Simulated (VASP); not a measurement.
# SiGe3Ru (P4mm) in VASP: notebook, part 2 of 2

VASP 6.6.1. Earlier steps stand in the parts before.

### Step 4. Relaxation of cell and atoms, PBE

INCAR reads:

```
SYSTEM = SiGe3Ru
PREC = Accurate
ENCUT = 600
EDIFF = 1E-7
ISMEAR = 0
SIGMA = 0.1
LREAL = .FALSE.
LASPH = .TRUE.
NELM = 80
ALGO = Normal
ISIF = 3
LWAVE = .FALSE.
LCHARG = .FALSE.
GGA = PE
IBRION = 2
NSW = 90
EDIFFG = -0.04
```

KPOINTS reads:

```
Automatic mesh
0
G
  4 4 4
  0 0 0
```

POSCAR reads:

```
SiGe3Ru
1.0
    4.0045023600      0.0000000000      0.0000000000
    0.0000000000      4.0045023600      0.0000000000
    0.0000000000      0.0000000000      5.0730379200
Si Ge Ru
1 3 1
Direct
    0.0000000000      0.0000000000      0.0000000000
    0.0000000000      0.5000000000      0.5000000000
    0.5000000000      0.0000000000      0.5000000000
    0.5000000000      0.5000000000      0.1076000000
    0.5000000000      0.5000000000      0.6650000200
```

Launch:

```console
> cat potpaw_PBE.64/Si/POTCAR potpaw_PBE.64/Ge_d/POTCAR potpaw_PBE.64/Ru_pv/POTCAR > POTCAR
> mpirun -np 1 vasp_std > vasp.out
```

Run time: 21 min. Hardware: 1 thread of Intel Xeon Platinum 8559C (Emerald Rapids), shared host; peak memory 0.24 GiB.

The run converged. Its results:

```yaml
Free_energy: -25.8432 eV
Relaxed_volume: 19.91 Å³/atom
Relaxed_cell: a = 4.163 Å, b = 4.163 Å, c = 5.744 Å, α = 90.00°, β = 90.00°, γ = 90.00°
Space_group_after_relaxing_to_0.1_Å: P4mm (No. 99)
Energy_gained_by_relaxing: 512.8 meV/atom
Ionic_steps: 40
Pressure_after_relaxing: -0.1 GPa
Largest_force_after_relaxing: 0.039 eV/Å
Band_gap_on_the_k_mesh: zero (bands 30 and 31 overlap by 1.30 eV)
```

Forces on the atoms (eV/Å):
```
Si   0.000  0.000 -0.011
Ge   0.000  0.000  0.026
Ge   0.000  0.000  0.026
Ge   0.000  0.000 -0.001
Ru   0.000  0.000 -0.039
```

Step by step:
| step | energy change (eV) | largest force (eV/Å) | pressure (GPa) | volume (Å³) |
| --- | --- | --- | --- | --- |
| 1 | 0.0000 | 4.4759 | 34.30 | 81.35 |
| 2 | -0.4569 | 1.6047 | -12.62 | 129.44 |
| 3 | -2.2106 | 0.9695 | -1.83 | 101.62 |
| 4 | -2.2161 | 1.0065 | -1.03 | 100.73 |
| 5 | -2.2168 | 1.0265 | -0.59 | 100.26 |
| 6 | -2.2716 | 0.4504 | -0.99 | 99.62 |
| 7 | -2.2972 | 0.8598 | -1.26 | 98.70 |
| 8 | -2.3310 | 0.6508 | -0.73 | 97.36 |
| 9 | -2.3500 | 0.4650 | 0.17 | 95.59 |
| 10 | -2.3583 | 0.2480 | -0.06 | 95.91 |
| 11 | -2.3600 | 0.2400 | -0.21 | 96.14 |
| 12 | -2.3637 | 0.2505 | -0.11 | 96.02 |
| 13 | -2.3735 | 0.2762 | 0.32 | 95.67 |
| 14 | -2.3875 | 0.3092 | 1.32 | 94.95 |
| 15 | -2.3822 | 0.5567 | 3.76 | 93.51 |
| 16 | -2.3915 | 0.3751 | 2.20 | 94.40 |
| 17 | -2.3926 | 0.3771 | 2.19 | 94.42 |
| 18 | -2.3958 | 0.3830 | 2.20 | 94.47 |
| 19 | -2.4020 | 0.3942 | 2.16 | 94.56 |
| 20 | -2.4139 | 0.4146 | 2.13 | 94.76 |
| 21 | -2.4351 | 0.4459 | 2.08 | 95.14 |
| 22 | -2.4709 | 0.5124 | 2.19 | 95.85 |
| 23 | -2.4994 | 0.5053 | 3.15 | 97.09 |
| 24 | -2.5409 | 0.2452 | 0.28 | 100.51 |
| 25 | -2.5412 | 0.2356 | 0.12 | 100.75 |
| 26 | -2.5469 | 0.2057 | 0.15 | 100.71 |
| 27 | -2.5565 | 0.1079 | 0.21 | 100.57 |
| 28 | -2.5574 | 0.0945 | 0.25 | 100.52 |
| 29 | -2.5574 | 0.1055 | 0.25 | 100.50 |
| 30 | -2.5585 | 0.0716 | -0.15 | 100.95 |
| 31 | -2.5585 | 0.0705 | -0.17 | 100.96 |
| 32 | -2.5590 | 0.0623 | -0.06 | 100.81 |
| 33 | -2.5591 | 0.1238 | 0.08 | 100.64 |
| 34 | -2.5594 | 0.1132 | 0.08 | 100.60 |
| 35 | -2.5602 | 0.0820 | 0.08 | 100.49 |
| 36 | -2.5608 | 0.1232 | 0.06 | 100.28 |
| 37 | -2.5617 | 0.1029 | -0.13 | 100.29 |
| 38 | -2.5624 | 0.0891 | -0.44 | 100.31 |
| 39 | -2.5630 | 0.0764 | -0.36 | 100.13 |
| 40 | -2.5640 | 0.0395 | -0.13 | 99.56 |

Final structure:
```
CELL_PARAMETERS angstrom
4.16348 0.00000 0.00000
0.00000 4.16348 0.00000
0.00000 0.00000 5.74354
ATOMIC_POSITIONS crystal
Si 0.00000 0.00000 0.13055
Ge 0.00000 0.50000 0.44512
Ge 0.50000 0.00000 0.44512
Ge 0.50000 0.50000 0.08539
Ru 0.50000 0.50000 0.66642
```

Levels at points of the mesh, in eV from the Fermi level:
```tsv
k point	band 27	band 28	band 29	band 30	band 31	band 32	band 33	band 34
(0.00, 0.00, 0.00)	-2.08	-1.36	-1.02	-1.00	1.70	2.34	2.34	3.57
(0.50, 0.00, 0.00)	-1.76	-1.17	-0.82	-0.68	-0.52	-0.15	0.19	3.56
(0.50, 0.50, 0.00)	-1.49	-1.20	-1.05	-0.58	-0.58	0.03	1.53	1.53
(0.00, 0.00, 0.50)	-1.02	-0.86	-0.86	0.00	0.37	0.37	0.87	3.80
(0.50, 0.00, 0.50)	-1.56	-0.90	-0.55	-0.36	0.66	0.94	2.12	2.32
(0.50, 0.50, 0.50)	-1.49	-1.23	-1.18	-1.18	-0.14	3.09	3.09	3.33
```

Caveat: the k points lie up to 0.38 Å⁻¹ apart in the final cell, too coarse for converged energies and pressures of a metal; the volume moved by over 15 % at a fixed basis, so the end points are rough.

### Step 5. Single point, PBE

This run uses another cell than the first one, of 20.32 Å³/atom.

INCAR reads:

```
PREC = Accurate
ENCUT = 520
EDIFF = 1E-6
ISMEAR = 0
SIGMA = 0.1
LREAL = F
LASPH = T
NELM = 60
ALGO = Normal
ISIF = 2
LWAVE = F
LCHARG = T
GGA = PE
LELF = T
LVHAR = T
NBANDS = 38
```

KPOINTS reads:

```
Automatic mesh
0
Gamma
  10 10 8
```

POSCAR reads:

```
SiGe3Ru
1.0
    3.9207291459      0.0000000000      0.0000000000
    0.0000000000      3.9207291459      0.0000000000
    0.0000000000      0.0000000000      6.6095255776
Si Ge Ru
1 3 1
Direct
    0.0000000000      0.0000000000      0.1643095508
    0.0000000000      0.5000000000      0.4521784415
    0.5000000000      0.0000000000      0.4521784415
    0.5000000000      0.5000000000      0.0361586441
    0.5000000000      0.5000000000      0.6677749421
```

Potentials or basis: VASP PAW PBE potentials, release 64 (Si, Ge_d, Ru_pv).

Launch:

```console
> cat potpaw_PBE.64/Si/POTCAR potpaw_PBE.64/Ge_d/POTCAR potpaw_PBE.64/Ru_pv/POTCAR > POTCAR
> mpirun -np 1 vasp_std > vasp.out
```

OUTCAR:

```text
PREC = Accurate
   ENCUT = 520
   EDIFF = 1E-6
   ISMEAR = 0
   LREAL = F
   LASPH = T
   NELM = 60
   ISIF = 2
   GGA = PE

 ion  position               nearest neighbor table
   1  0.000  0.000  0.164-   2 2.73   3 2.73   2 2.73   3 2.73   4 2.90   4 2.90   4 2.90   4 2.90

   2  0.000  0.500  0.452-   5 2.42   5 2.42   1 2.73   1 2.73   3 2.77   3 2.77   3 2.77   3 2.77

   3  0.500  0.000  0.452-   5 2.42   5 2.42   1 2.73   1 2.73   2 2.77   2 2.77   2 2.77   2 2.77

   4  0.500  0.500  0.036-   5 2.43   1 2.90   1 2.90   1 2.90   1 2.90
   5  0.500  0.500  0.668-   2 2.42   3 2.42   3 2.42   2 2.42   4 2.43

  LATTYP: Found a simple tetragonal cell.
 ALAT       =     3.9207291459
 C/A-ratio  =     1.6857898956

  Lattice vectors:

 A1 = (   3.9207291459,   0.0000000000,   0.0000000000)
 A2 = (   0.0000000000,   3.9207291459,   0.0000000000)
 A3 = (   0.0000000000,   0.0000000000,   6.6095255776)

Analysis of symmetry for initial positions (statically):
=====================================================================
 Subroutine PRICEL returns:
 Original cell was already a primitive cell.

 Routine SETGRP: Setting up the symmetry group for a
 simple tetragonal supercell.

 Subroutine GETGRP returns: Found  8 space group operations
 (whereof  8 operations were pure point group operations)
 out of a pool of 16 trial point group operations.

The static configuration has the point symmetry C_4v.

Analysis of symmetry for dynamics (positions and initial velocities):
=====================================================================
 Subroutine PRICEL returns:
 Original cell was already a primitive cell.

 Routine SETGRP: Setting up the symmetry group for a
 simple tetragonal supercell.

 Subroutine GETGRP returns: Found  8 space group operations
 (whereof  8 operations were pure point group operations)
 out of a pool of 16 trial point group operations.

The dynamic configuration has the point symmetry C_4v.
[... 119 lines left out ...]
   EFERMI =   0.00;   METHOD = LEGACY
   ISMEAR =     0;   SIGMA  =   0.10  broadening in eV -4-tet -1-fermi 0-gaus
   EFERMI_NEDOS =   21; number of points for ismear=-14 and -15
   IALGO  =     38    algorithm
   IMIX   =      4    mixing-type and parameters
     AMIX     =   0.40;   BMIX     =  1.00
     AMIX_MAG =   1.60;   BMIX_MAG =  1.00
  volume/ion in A,a.u.               =      20.32       137.13
  Fermi-wavevector in a.u.,A,eV,Ry     =   1.373485  2.595510 25.666861  1.886461
  Thomas-Fermi vector in A             =   2.498998
   LORBIT       =      0    0 simple, 1 ext, 2 COOP (PROOUT), +10 PAW based schemes
   GGA     = PE    functional components
   LHFCALC =     F    Hartree Fock is set to
   AEXX    =    0.0000 exact exchange contribution
   IVDW    =     0    specifies the selected vdW correction
   LEPSILON=     F    determine dielectric tensor
   LRPA    =     F    only Hartree local field effects (RPA)
 non-spin polarized calculation
 Gauss-broadening in eV      SIGMA  =   0.10
  energy-cutoff  :      520.00
  volume of cell :      101.60
 maximum number of plane-waves:      2772
 NGX is ok and might be reduce to    30
   NGX = 15   NGY = 15   NGZ = 25

 number of electron      60.0000038 magnetization

 Free energy of the ion-electron system (eV)
  ---------------------------------------------------
  ext. energy  EPLUGINS =         0.00000000
  ---------------------------------------------------
  free energy    TOTEN  =       -25.84509228 eV

  energy without entropy =      -25.83249703  energy(sigma->0) =      -25.83879465

 E-fermi :   5.9086     XC(G=0): -10.5492

 val. band max:        5.8971187871   @ k =   0.5000   0.0000   0.3750
 cond. band min:       5.9108588984   @ k =   0.1000   0.1000   0.0000
 fundamental gap:      0.0137401114
 Fermi energy:         5.9085946689

 k-point     1 :       0.0000    0.0000    0.0000
  band No.  band energies     occupation
      1     -36.2900      2.00000
      2     -36.0219      2.00000
      3     -36.0219      2.00000
      4     -18.8311      2.00000
      5     -18.7787      2.00000
      6     -18.6929      2.00000
[... 973 lines left out ...]
     37      11.2343      0.00000
     38      11.5243      0.00000

 [... further k-points ...]
[... 5 lines left out ...]
  --------------------------------------------------------------------------------------
  -------------------------------------------------------------------------------------
  Total        0.0339823      0.0339823      0.0688969      0.0000000      0.0000000      0.0000000
  in kB        0.5358699      0.5358699      1.0864418      0.0000000      0.0000000      0.0000000
  external PRESSURE =       0.7193939 kB  Pullay stress =       0.0000000 kB

 VOLUME and BASIS-vectors are now :
 -----------------------------------------------------------------------------
  energy-cutoff  :      520.00
  volume of cell :      101.60
      direct lattice vectors                 reciprocal lattice vectors
     3.920729146  0.000000000  0.000000000     0.255054599  0.000000000  0.000000000
     0.000000000  3.920729146  0.000000000     0.000000000  0.255054599  0.000000000
     0.000000000  0.000000000  6.609525578     0.000000000  0.000000000  0.151296789

 POSITION                                       TOTAL-FORCE (eV/Angst)
 -----------------------------------------------------------------------------------
      0.00000      0.00000      1.08601         0.000000     -0.000000     -0.007542
      0.00000      1.96036      2.98868         0.000000     -0.000000     -0.016404
      1.96036      0.00000      2.98868         0.000000     -0.000000     -0.016404
      1.96036      1.96036      0.23899         0.000000      0.000000      0.004941
      1.96036      1.96036      4.41368        -0.000000     -0.000000      0.035410
 -----------------------------------------------------------------------------------
    total drift:                                0.000000      0.000000     -0.000892

  FREE ENERGIE OF THE ION-ELECTRON SYSTEM (eV)
  ---------------------------------------------------
  free  energy   TOTEN  =       -25.8450922775 eV

  energy  without entropy=      -25.8324970320  energy(sigma->0) =      -25.83879465
```

OSZICAR:

```text
N       E                     dE             d eps       ncg     rms          rms(c)
DAV:   1     0.660052207323E+03    0.66005E+03   -0.29914E+04 10002   0.387E+03
DAV:   2     0.768283879342E+02   -0.58322E+03   -0.56550E+03  7980   0.963E+02
DAV:   3    -0.204805048444E+02   -0.97309E+02   -0.94912E+02  8706   0.214E+02
DAV:   4    -0.261380236295E+02   -0.56575E+01   -0.56146E+01  9462   0.592E+01
DAV:   5    -0.262866010239E+02   -0.14858E+00   -0.14852E+00  9244   0.102E+01    0.974E+00
DAV:   6    -0.259252728183E+02    0.36133E+00   -0.86411E-01  9502   0.613E+00    0.436E+00
DAV:   7    -0.259235483068E+02    0.17245E-02   -0.74704E-01 10230   0.490E+00    0.305E+00
DAV:   8    -0.258484742386E+02    0.75074E-01   -0.53263E-01  9900   0.509E+00    0.758E-01
DAV:   9    -0.258451454258E+02    0.33288E-02   -0.29620E-02  9000   0.116E+00    0.219E-01
DAV:  10    -0.258450375006E+02    0.10793E-03   -0.36740E-03  9546   0.594E-01    0.101E-01
DAV:  11    -0.258450702397E+02   -0.32739E-04   -0.63138E-04 10678   0.251E-01    0.469E-02
DAV:  12    -0.258450894843E+02   -0.19245E-04   -0.74741E-05  9084   0.632E-02    0.115E-02
DAV:  13    -0.258450920728E+02   -0.25885E-05   -0.90674E-06  8480   0.323E-02    0.511E-03
DAV:  14    -0.258450922775E+02   -0.20469E-06   -0.13429E-06  6570   0.970E-03
   1 F= -.25845092E+02 E0= -.25838795E+02  d E =-.125952E-01
```

Wall time 5 min (1 thread of Intel Xeon Platinum 8559C (Emerald Rapids), shared host); peak memory 0.45 GiB.

Results:

| Item | Value |
| --- | --- |
| Free energy | -25.8451 eV |
| Pressure | 0.1 GPa |
| Largest force | 0.035 eV/Å |
| Band gap on the k mesh | zero (bands 30 and 31 overlap by 1.54 eV) |

Forces on the atoms (eV/Å):
```
Si   0.000  0.000 -0.008
Ge   0.000  0.000 -0.016
Ge   0.000  0.000 -0.016
Ge   0.000  0.000  0.005
Ru   0.000  0.000  0.035
```

### Step 6. Overview

```tsv
task	cell	k mesh	cutoff (eV)	gap on the mesh (eV)	pressure (GPa)	largest force (eV/Å)
single point	a = 4.005, b = 4.005, c = 5.073 Å, 5 atoms, atomic positions A	4 × 4 × 4	520	none	34.3	4.48
single point	a = 4.166, b = 4.166, c = 5.711 Å, 5 atoms, atomic positions B	4 × 4 × 4	520	none	0.2	0.03
relaxation of cell and atoms	relaxed from a = 4.005, b = 4.005, c = 5.073 Å, 5 atoms, atomic positions A	4 × 4 × 4	600	none	-0.1	0.04
single point	a = 3.921, b = 3.921, c = 6.610 Å, 5 atoms, atomic positions C	10 × 10 × 8	520	none	0.1	0.04
```

Alike in all rows: level PBE; potentials or basis VASP PAW PBE potentials, release 64 (Si, Ge_d, Ru_pv); no spin polarisation; smearing gaussian 0.1 eV.

Caveats: some runs use coarse meshes; forces of over 1 eV/Å act on the atoms, so gaps and moduli don't describe the material at rest (at least some runs); the volume moved by over 15 % at a fixed basis, so the end points are rough (at least some runs).

Total energies depend on the potentials used, so only differences within one code and one set of settings carry meaning.

The gap in the log of VASP goes by the Fermi energy; the results here count the filled bands.